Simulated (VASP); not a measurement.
Set up this calculation in VASP 6.6.1, as the native input.

```yaml
Task: single point
Functional: PBE
Potentials_or_basis: VASP PAW PBE potentials, release 64 (W_sv)
Cutoff: 520 eV
k_mesh: 14 × 14 × 14
Occupations: gaussian, width 0.3 eV
Spin: no spin polarisation
Dipole_correction: no
Further_INCAR_settings: ALGO = Normal; EDIFF = 1e-07; NBANDS = 13
```

The structure of W lies in POSCAR:

```
W
1.0
   -1.5921723362      1.5921723362      1.5921723362
    1.5921723362     -1.5921723362      1.5921723362
    1.5921723362      1.5921723362     -1.5921723362
W
1
Direct
    0.0000000000      0.0000000000      0.0000000000
```

These files were run (other wordings do the same):

INCAR

```
SYSTEM = W
PREC = Accurate
ENCUT = 520
EDIFF = 1E-7
ISMEAR = 0
SIGMA = 0.3
LREAL = .False.
LASPH = .True.
NELM = 60
ALGO = Normal
ISIF = 2
LWAVE = .False.
LCHARG = .False.
GGA = PE
NBANDS = 13
```

KPOINTS

```
regular mesh
0
Gamma
  14 14 14
  0 0 0
```

Potentials or basis: VASP PAW PBE potentials, release 64 (W_sv).

Run with:

```console
$ cat potpaw_PBE.64/W_sv/POTCAR > POTCAR
$ mpirun -np 1 vasp_std > vasp.out
```

It gave:

```json
{
  "Pressure": "0.5 GPa",
  "Band gap on the k mesh": "zero (band 7 reaches 16.21 eV, above the bottom of band 8 at 9.98 eV)"
}
```

Caveat: spin-orbit coupling is left out, which moves the levels of the heavy elements.

Wall time 51 s on 1 thread of AMD EPYC 7R13, with other jobs on the host, peak memory 0.12 GiB.
